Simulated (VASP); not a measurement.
# MgS (Cm) in VASP: further runs

The runs below take MgS through single point, relaxation of the atoms, with PBE.

Program: VASP 6.6.1. These are calculated values, not measurements. Logs are shortened: lines on timing, memory, paths and dates and some standing lists are left out, and cuts for length are marked.

## Step 1: The cell of the first run

The structure is monoclinic, space group Cm (No. 8). Conventional cell: a = 6.833 Å, b = 4.029 Å, c = 4.029 Å, α = 90.00°, β = 123.51°, γ = 90.00°. Within 3.2 Å of Mg (site symmetry m) lie 4 S at 2.45 to 2.48 Å. Within 3.2 Å of S (site symmetry m) lie 4 Mg at 2.45 to 2.48 Å.

## Step 2: Single point, PBE (shear of c along a, cell held: +4.5 %, then relaxed in part)

File INCAR:

```
PREC = Accurate
ENCUT = 520
EDIFF = 1E-6
ISMEAR = 0
SIGMA = 0.02
LREAL = False
LASPH = True
NELM = 60
ALGO = Normal
ISIF = 2
LWAVE = False
LCHARG = True
GGA = PE
LELF = True
LVHAR = True
NBANDS = 16
```

File KPOINTS:

```
regular mesh
0
Gamma
  6 6 4
```

File POSCAR:

```
MgS
1.0
    2.8486069961      2.8486069961      0.0000000000
   -2.8486069961      2.8486069961      0.0000000000
    0.1812842391      0.1812842391      5.6972139921
Mg S
2 2
Direct
    0.0058415324      0.0000000000     -0.0002548932
    0.5058415324      0.5000000000      0.4997451068
    0.4941584676      0.0000000000      0.2502548932
   -0.0058415324      0.5000000000      0.7502548932
```

Potentials or basis: VASP PAW PBE potentials, release 64 (Mg, S).

The run is started by

```sh
> cat potpaw_PBE.64/Mg/POTCAR potpaw_PBE.64/S/POTCAR > POTCAR
> mpirun -np 1 vasp_std > vasp.out
```

OUTCAR:

```text
PREC = Accurate
   ENCUT = 520
   EDIFF = 1E-6
   ISMEAR = 0
   LREAL = False
   LASPH = True
   NELM = 60
   ISIF = 2
   GGA = PE

 ion  position               nearest neighbor table
   1  0.006  0.000  1.000-   3 2.45   4 2.47   4 2.47   3 2.48
   2  0.506  0.500  0.500-   4 2.45   3 2.47   3 2.47   4 2.48
   3  0.494  0.000  0.250-   1 2.45   2 2.47   2 2.47   1 2.48
   4  0.994  0.500  0.750-   2 2.45   1 2.47   1 2.47   2 2.48

  LATTYP: Found a simple monoclinic cell.
 ALAT       =     4.0285386478
 B/A-ratio  =     1.0000000000
 C/A-ratio  =     1.4156447294
 COS(beta)  =    -0.0449545066

  Lattice vectors:

 A1 = (   2.8486069961,   2.8486069961,   0.0000000000)
 A2 = (   2.8486069961,  -2.8486069961,   0.0000000000)
 A3 = (  -0.1812842391,  -0.1812842391,  -5.6972139921)

Analysis of symmetry for initial positions (statically):
=====================================================================
 Subroutine PRICEL returns following result:

  LATTYP: Found a base centered monoclinic cell.
 ALAT       =     6.8328228904
 B/A-ratio  =     0.5895862826
 C/A-ratio  =     0.5895862826
 COS(beta)  =    -0.5520652414

  Lattice vectors:

 A1 = (  -2.7579648765,   0.0906421195,   2.8486069961)
 A2 = (   0.0906421195,  -2.7579648765,   2.8486069961)
 A3 = (   2.8486069961,   2.8486069961,  -0.0000000000)

   2 primitive cells build up your supercell.

 Routine SETGRP: Setting up the symmetry group for a
 simple monoclinic supercell.

 Subroutine GETGRP returns: Found  2 space group operations
 (whereof  2 operations were pure point group operations)
 out of a pool of  4 trial point group operations.

The static configuration has the point symmetry C_1h.

Analysis of symmetry for dynamics (positions and initial velocities):
=====================================================================
 Subroutine PRICEL returns following result:

  LATTYP: Found a base centered monoclinic cell.
 ALAT       =     6.8328228904
 B/A-ratio  =     0.5895862826
 C/A-ratio  =     0.5895862826
 COS(beta)  =    -0.5520652414

  Lattice vectors:

 A1 = (  -2.7579648765,   0.0906421195,   2.8486069961)
 A2 = (   0.0906421195,  -2.7579648765,   2.8486069961)
 A3 = (   2.8486069961,   2.8486069961,  -0.0000000000)
[... 107 lines left out ...]
   LASPH  =      T    aspherical Exc in radial PAW
   ENCUT  =  520.0 eV  38.22 Ry    6.18 a.u.   7.49  7.49 10.60*2*pi/ulx,y,z
   NELM   =     60;   NELMIN=  2; NELMDL= -5     # of ELM steps
   EDIFF  = 0.1E-05   stopping-criterion for ELM
   LREAL  =      F    real-space projection
   EDIFFG = 0.1E-04   stopping-criterion for IOM
   NSW    =      0    number of steps for IOM
   IBRION =     -1    ionic relax: 0-MD 1-quasi-New 2-CG
   NFREE  =      0    steps in history (QN), initial steepest desc. (CG)
   ISIF   =      2    stress and relaxation
   ISYM   =      2    0-nonsym 1-usesym 2-fastsym
   POTIM  = 0.5000    time-step for ionic-motion
   TEBEG  =    0.0;   TEEND  =   0.0 temperature during run
   PSTRESS=    0.0 pullay stress
   NELECT =      16.0000    total number of electrons
   NUPDOWN=      -1.0000    fix difference up-down
   EMIN   =  10.00;   EMAX   =-10.00  energy-range for DOS
   EFERMI =   0.00;   METHOD = LEGACY
   ISMEAR =     0;   SIGMA  =   0.02  broadening in eV -4-tet -1-fermi 0-gaus
   EFERMI_NEDOS =   21; number of points for ismear=-14 and -15
   IALGO  =     38    algorithm
   IMIX   =      4    mixing-type and parameters
     AMIX     =   0.40;   BMIX     =  1.00
     AMIX_MAG =   1.60;   BMIX_MAG =  1.00
  volume/ion in A,a.u.               =      23.12       155.99
  Fermi-wavevector in a.u.,A,eV,Ry     =   0.912282  1.723962 11.323556  0.832258
  Thomas-Fermi vector in A             =   2.036659
   LORBIT       =      0    0 simple, 1 ext, 2 COOP (PROOUT), +10 PAW based schemes
   GGA     = PE    functional components
   LHFCALC =     F    Hartree Fock is set to
   AEXX    =    0.0000 exact exchange contribution
   IVDW    =     0    specifies the selected vdW correction
   LEPSILON=     F    determine dielectric tensor
   LRPA    =     F    only Hartree local field effects (RPA)
 non-spin polarized calculation
 Gauss-broadening in eV      SIGMA  =   0.02
  energy-cutoff  :      520.00
  volume of cell :       92.46
 maximum number of plane-waves:      2515
 NGX is ok and might be reduce to    30
   NGX = 15   NGY = 15   NGZ = 21

 number of electron      15.9999997 magnetization

 Free energy of the ion-electron system (eV)
  ---------------------------------------------------
  ext. energy  EPLUGINS =         0.00000000
  ---------------------------------------------------
  free energy    TOTEN  =       -16.92795234 eV

  energy without entropy =      -16.92795234  energy(sigma->0) =      -16.92795234

 E-fermi :   1.1624     XC(G=0):  -8.3198

 val. band max:        1.0799860660   @ k =   0.0000   0.0000   0.0000
 cond. band min:       4.2931920860   @ k =   0.0000   0.0000   0.0000
 fundamental gap:      3.2132060200
 Fermi energy:         1.1624310812

 k-point     1 :       0.0000    0.0000    0.0000
  band No.  band energies     occupation
      1     -10.2542      2.00000
      2      -9.3870      2.00000
      3      -1.8067      2.00000
      4      -0.0564      2.00000
      5      -0.0487      2.00000
      6       0.8284      2.00000
[... 433 lines left out ...]
      3      -1.4993      2.00000
      4      -0.6225      2.00000
      5      -0.4180      2.00000
      6       0.0516      2.00000
[... 8 lines left out ...]
     15       9.5745      0.00000
     16      10.3960      0.00000

 [... further k-points ...]

------------------------ aborting loop because EDIFF is reached ----------------------------------------

  FORCE on cell =-STRESS in cart. coord.  units (eV):
  Direction    XX          YY          ZZ          XY          YZ          ZX
  --------------------------------------------------------------------------------------
  -------------------------------------------------------------------------------------
  Total       -0.1273299     -0.1273299     -0.0703083     -0.0429164     -0.5477377     -0.5477378
  in kB       -2.2063952     -2.2063952     -1.2183145     -0.7436630     -9.4912988     -9.4912990
  external PRESSURE =      -1.8770350 kB  Pullay stress =       0.0000000 kB

 VOLUME and BASIS-vectors are now :
 -----------------------------------------------------------------------------
  energy-cutoff  :      520.00
  volume of cell :       92.46
      direct lattice vectors                 reciprocal lattice vectors
     2.848606996  2.848606996  0.000000000     0.175524388  0.175524388 -0.011170304
    -2.848606996  2.848606996  0.000000000    -0.175524388  0.175524388  0.000000000
     0.181284239  0.181284239  5.697213992     0.000000000  0.000000000  0.175524388

 POSITION                                       TOTAL-FORCE (eV/Angst)
 -----------------------------------------------------------------------------------
      0.19788      0.19788      5.69576        -0.000242     -0.000242     -0.000233
      0.10724      2.95584      2.84715        -0.000242     -0.000242     -0.000233
      1.45303      1.45303      1.42576         0.000242      0.000242      0.000233
      1.54367      4.39228      4.27436         0.000242      0.000242      0.000233
 -----------------------------------------------------------------------------------
    total drift:                               -0.000118     -0.000118     -0.000368

  FREE ENERGIE OF THE ION-ELECTRON SYSTEM (eV)
  ---------------------------------------------------
  free  energy   TOTEN  =       -16.9279523439 eV

  energy  without entropy=      -16.9279523439  energy(sigma->0) =      -16.92795234
```

stdout:

```text
POSCAR found type information on POSCAR MgS
 POSCAR found :  2 types and       4 ions
 scaLAPACK will be used
 LDA part: xc-table for (Slater+PW92), standard interpolation
 POSCAR, INCAR and KPOINTS ok, starting setup
 FFT: planning ... GRIDC
 FFT: planning ... GRID_SOFT
 FFT: planning ... GRID
 WAVECAR not read
 entering main loop
```

It took 1.7 min on 1 thread of Intel Xeon 8259CL, shared host; peak memory 0.23 GiB.

Results:

```
Free energy            : -16.9280 eV
Pressure               : -0.2 GPa
Band gap on the k mesh : 3.21 eV
```

Levels at points of the mesh, in eV from the valence-band top:
```tsv
k point	band 6	band 7	band 8	band 9	band 10	band 11
(0.00, 0.00, 0.00)	-0.25	-0.12	0.00	3.21	3.77	5.50
(0.50, 0.00, 0.00)	-1.48	-0.46	-0.46	6.19	6.19	6.59
(0.00, 0.50, 0.00)	-1.49	-0.47	-0.47	6.19	6.19	6.59
(0.50, 0.50, 0.00)	-1.27	-1.00	-1.00	3.75	3.75	5.51
(0.00, 0.00, 0.50)	-0.68	-0.68	-0.68	4.96	4.96	6.34
(0.50, 0.00, 0.50)	-0.51	-0.38	-0.31	4.78	5.05	7.23
(0.00, 0.50, 0.50)	-0.51	-0.38	-0.38	4.91	4.91	7.35
(0.50, 0.50, 0.50)	-1.91	-1.41	-1.41	5.36	5.36	7.63
```

Caveat: the cell differs from its parent crystal (shear of c along a, cell held: +4.5 %, then relaxed in part).

## Step 3: Relaxation of the atoms, PBE (shear of c along a, cell held: +1.5 %)

File INCAR:

```
PREC = Accurate ; ENCUT = 520
EDIFF = 1E-7 ; ISMEAR = 0
SIGMA = 0.02 ; LREAL = False
LASPH = True ; NELM = 100
ALGO = Normal ; ISIF = 2
LWAVE = False ; LCHARG = False
GGA = PE ; IBRION = 2
NSW = 60 ; EDIFFG = -0.008
```

File KPOINTS:

```
Automatic mesh
0
Gamma
  6 6 4
```

File POSCAR:

```
MgS
1.0
    2.8486069961      2.8486069961      0.0000000000
   -2.8486069961      2.8486069961      0.0000000000
    0.0604280797      0.0604280797      5.6972139921
Mg S
2 2
Direct
    0.0000000000      0.0000000000      0.0000000000
    0.5000000000      0.5000000000      0.5000000000
    0.5000000000      0.0000000000      0.2500000000
    0.0000000000      0.5000000000      0.7500000000
```

Potentials or basis: VASP PAW PBE potentials, release 64 (Mg, S).

The run is started by

```sh
> cat potpaw_PBE.64/Mg/POTCAR potpaw_PBE.64/S/POTCAR > POTCAR
> mpirun -np 1 vasp_std > vasp.out
```

It took 1.9 min on 1 thread of Intel Xeon Platinum 8259CL at 2.50GHz (Skylake/Cascade Lake), shared host; peak memory 0.22 GiB.

Results (log left out):

```yaml
Free_energy: -16.9435 eV
Energy_gained_by_relaxing: 0.3 meV/atom
Ionic_steps: 3
Pressure_after_relaxing: -0.1 GPa
Band_gap_on_the_k_mesh: 3.32 eV
```

Forces on the atoms (eV/Å):
```
Mg   0.000  0.000  0.003
Mg   0.000  0.000  0.003
S    0.000  0.000 -0.003
S    0.000  0.000 -0.003
```

Stress tensor (GPa, compression positive):
```
-0.15 -0.02 -0.32
-0.02 -0.15 -0.32
-0.32 -0.32 -0.14
```

Step by step:
```tsv
step	energy change (eV)	largest force (eV/Å)	pressure (GPa)
1	0.0000	0.0833	-0.13
2	-0.0010	0.0405	-0.14
3	-0.0013	0.0026	-0.15
```

Final structure:
```
Mg S
1.0
     2.84861    2.84861    0.00000
    -2.84861    2.84861    0.00000
     0.06043    0.06043    5.69721
Mg S
2 2
Direct
  0.00194 0.00000 0.99993
  0.50194 0.50000 0.49993
  0.49806 0.00000 0.25007
  0.99806 0.50000 0.75007
```

Levels at points of the mesh, in eV from the valence-band top:
| k point | band 6 | band 7 | band 8 | band 9 | band 10 | band 11 |
| --- | --- | --- | --- | --- | --- | --- |
| (0.00, 0.00, 0.00) | -0.08 | -0.04 | 0.00 | 3.32 | 3.86 | 5.58 |
| (0.50, 0.00, 0.00) | -1.40 | -0.38 | -0.38 | 6.28 | 6.28 | 6.71 |
| (0.00, 0.50, 0.00) | -1.40 | -0.38 | -0.38 | 6.29 | 6.29 | 6.71 |
| (0.50, 0.50, 0.00) | -1.09 | -1.01 | -1.01 | 3.85 | 3.85 | 5.58 |
| (0.00, 0.00, 0.50) | -0.60 | -0.60 | -0.60 | 5.07 | 5.07 | 6.42 |
| (0.50, 0.00, 0.50) | -0.38 | -0.34 | -0.32 | 4.96 | 5.05 | 7.48 |
| (0.00, 0.50, 0.50) | -0.38 | -0.34 | -0.34 | 5.00 | 5.00 | 7.52 |
| (0.50, 0.50, 0.50) | -1.82 | -1.33 | -1.33 | 5.48 | 5.48 | 7.75 |

Caveat: the cell differs from its parent crystal (shear of c along a, cell held: +1.5 %).
